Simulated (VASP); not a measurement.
A run of VASP 6.6.1 is set up as follows.

Contents of INCAR:

```
SYSTEM = InSb3
PREC = Accurate
ENCUT = 500
EDIFF = 1E-6
ISMEAR = -1
SIGMA = 0.02
LREAL = .False.
LASPH = .True.
NELM = 120
ALGO = Normal
ISIF = 2
LWAVE = .False.
LCHARG = .False.
NBANDS = 22
GGA_COMPAT = .False.
```

Contents of KPOINTS:

```
regular mesh
0
Gamma
  4 4 4
  0 0 0
```

File POSCAR:

```
InSb3
1.0
    0.0000000000      3.8325005500      3.7197872758
    3.8325005500      0.0000000000      3.7197872758
    3.8325005500      3.8325005500      0.0000000000
In Sb
1 3
Direct
    0.0000000000      0.0000000000      0.0000000000
    0.2500000000      0.2500000000      0.2500000000
    0.7500000000      0.7500000000      0.7500000000
    0.5000000000      0.5000000000      0.5000000000
```

Potentials or basis: VASP PAW LDA potentials, release 64 (In_d, Sb).

Run with:

```sh
$ cat potpaw_LDA.64/In_d/POTCAR potpaw_LDA.64/Sb/POTCAR > POTCAR
$ mpirun -np 1 vasp_std > vasp.out
```

(1) Predict the pressure.

(2) Estimate the band gap on the k mesh.

## Answers

(1) -5.2 GPa.

(2) zero (bands 14 and 15 overlap by 3.46 eV).

Caveat: the cell stands under tension; spin-orbit coupling is left out, which moves the levels of the heavy elements.
